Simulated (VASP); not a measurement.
Write the native input for VASP 6.6.1 that does the following.

| Property | Result |
| --- | --- |
| Task | single point |
| Functional | PBE |
| Potentials or basis | VASP PAW PBE potentials, release 64 (P, Ga_d, Sb) |
| Cutoff | 520 eV |
| k mesh | 4 × 4 × 4 |
| Occupations | fermi-dirac, width 0.02 eV |
| Spin | no spin polarisation |
| Dipole correction | no |
| Further INCAR settings | ALGO = Normal; EDIFF = 1e-07; NBANDS = 46 |

The structure of Ga4Sb3P lies in POSCAR:

```
Ga4Sb3P
1.0
    6.0410274017      0.0000000000      0.0000000000
    0.0000000000      6.0410274017      0.0000000000
    0.0000000000      0.0000000000      6.0410274017
P Ga Sb
1 4 3
Direct
    0.0000000000      0.0000000000      0.0000000000
    0.7640091395      0.7640091395      0.7640091395
    0.2359908605      0.2359908605      0.7640091395
    0.2359908605      0.7640091395      0.2359908605
    0.7640091395      0.2359908605      0.2359908605
    0.5000000000      0.5000000000      0.0000000000
    0.5000000000      0.0000000000      0.5000000000
    0.0000000000      0.5000000000      0.5000000000
```

One way to write it, as run:

INCAR

```
PREC = Accurate
ENCUT = 520
EDIFF = 1E-7
ISMEAR = -1
SIGMA = 0.02
LREAL = False
LASPH = True
NELM = 60
ALGO = Normal
ISIF = 2
LWAVE = False
LCHARG = False
GGA = PE
NBANDS = 46
```

KPOINTS

```
regular mesh
0
Gamma
  4 4 4
```

Potentials or basis: VASP PAW PBE potentials, release 64 (P, Ga_d, Sb).

Command:

```bash
$ cat potpaw_PBE.64/P/POTCAR potpaw_PBE.64/Ga_d/POTCAR potpaw_PBE.64/Sb/POTCAR > POTCAR
$ mpirun -np 1 vasp_std > vasp.out
```

It gave:

- Pressure: 0.0 GPa
- Largest force: 0.009 eV/Å
- Band gap on the k mesh: zero (bands 36 and 37 overlap by 0.10 eV)

Caveat: semilocal functionals underestimate gaps, so a narrow gap can read as zero; spin-orbit coupling is left out, which moves the levels of the heavy elements.

It took 2.8 min on 1 thread of Intel Xeon 8259CL, with other jobs on the host, peak memory 0.37 GiB.
